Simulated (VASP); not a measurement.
Crystal: LiF.

```
F Li
1.0
     0.00000    2.01400    2.01400
     2.01400    0.00000    2.01400
     2.01400    2.01400    0.00000
F Li
1 1
Direct
  0.50000 0.50000 0.50000
  0.00000 0.00000 0.00000
```

- Program: VASP 6.6.1
- Task: relaxation of cell and atoms
- Functional: r2SCAN
- Dispersion: D3(BJ)
- Potentials or basis: VASP PAW PBE potentials, release 64 (F, Li_sv)
- Cutoff: 600 eV
- k mesh: 11 × 11 × 11
- Occupations: fermi-dirac, width 0.025 eV
- Spin: no spin polarisation

At the start: pressure -4.9 GPa; volume 8.17 Å³/atom.

Q: How do energy, volume and symmetry change on relaxing?

A: Over 4 steps the energy falls by 8.3 meV/atom and the volume is 7.67 Å³/atom (-6.1 %); space group Fm-3m (No. 225, to 0.1 Å) before and after.

Step by step:
| step | energy change (eV) | largest force (eV/Å) | pressure (GPa) | volume (Å³) |
| --- | --- | --- | --- | --- |
| 1 | 0.0000 | 0.0000 | -4.94 | 16.34 |
| 2 | -0.0136 | 0.0000 | -2.19 | 15.75 |
| 3 | -0.0163 | 0.0000 | -0.67 | 15.46 |
| 4 | -0.0166 | 0.0000 | -0.01 | 15.34 |

Final structure:
```
F Li
1.0
     0.00000    1.97195    1.97195
     1.97195    0.00000    1.97195
     1.97195    1.97195    0.00000
F Li
1 1
Cartesian
  1.9720 1.9720 1.9720
  1.9720 0.0000 1.9720
```

Caveat: the cutoff is under 1.25 times the usual one of these potentials, so pressure, stress and relaxed cells hold a basis-set (Pulay) error; the PAW data sets were made with another functional, which shifts forces and pressure a little.
